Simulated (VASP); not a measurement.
TiB2, 3 atoms in the cell. It takes space group P6/mmm (No. 191, hexagonal). The conventional cell has a = 3.049 Å, b = 3.049 Å, c = 3.250 Å, α = 90.00°, β = 90.00°, γ = 120.00°. Within 3.2 Å of Ti (site symmetry 6/mmm) lie 12 B at 2.40 Å and 6 Ti at 3.05 Å. Within 2.3 Å of B (site symmetry -6m2) lie 3 B at 1.76 Å. 

- Program: VASP 6.6.1
- Task: single point
- Functional: LDA
- Potentials or basis: VASP PAW LDA potentials, release 64 (Ti_sv, B)
- Cutoff: 520 eV
- k mesh: 10 × 10 × 8
- Occupations: fermi-dirac, width 0.05 eV
- Spin: no spin polarisation
- Dipole correction: no
- Further INCAR settings: ALGO = Normal; EDIFF = 1e-06; NBANDS = 16

Potentials or basis: VASP PAW LDA potentials, release 64 (Ti_sv, B).

Run with:

```console
$ cat potpaw_LDA.64/Ti_sv/POTCAR potpaw_LDA.64/B/POTCAR > POTCAR
$ mpirun -np 1 vasp_std > vasp.out
```

Hardware: 1 thread of Intel(R) Xeon(R) 6975P-C (Granite Rapids), on a shared host.

Task: How long does it take, and how much memory?

Result: It took 9.5 s on 1 thread of Intel(R) Xeon(R) 6975P-C (Granite Rapids), on a shared host, peak memory 0.14 GiB. Counts: scf iterations 14, k points 70.
